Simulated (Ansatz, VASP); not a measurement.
# Two plane-wave programs on Sb

```xyz
3
Lattice="5.3622 0.0000 0.0000 -2.6811 4.6438 0.0000 0.0000 0.0000 3.1422" Properties=species:S:1:pos:R:3 pbc="T T T"
Sb    0.0000    0.0000    0.0000
Sb    0.0000    3.0959    1.5711
Sb    2.6811    1.5479    1.5711
```

Alike in both runs: functional PBEsol; k mesh 3 × 3 × 6; occupations gaussian, width 0.1 eV; no spin polarisation.

Ansatz relaxed the structure, and its values are those at the end. VASP's run is a single point on that final structure, the one shown.

|  | VASP | Ansatz |
| --- | --- | --- |
| version | VASP 6.6.1 | Ansatz 0.2.0 |
| potentials or method | VASP PAW PBE potentials, release 64 (Sb), cutoff 520 eV | scalar-relativistic, plane waves, PAW |
| valence electrons in the cell | 15 | 45 |

```tsv
	VASP	Ansatz	Ansatz less VASP
gap on the k mesh at the Fermi level (eV)	none	none	-
pressure (GPa)	0.0	0.0	-0.02
```

VASP's potentials were made for PBE, not for PBEsol. A gap of «none» marks a metal or a gap that the smearing closes. VASP's potentials hold 15 valence electrons a cell and Ansatz's 45, so a difference there can come from the potentials and not from the codes.

The k mesh is coarse, so the values compare programs but aren't converged. Neither program's run includes spin-orbit coupling.
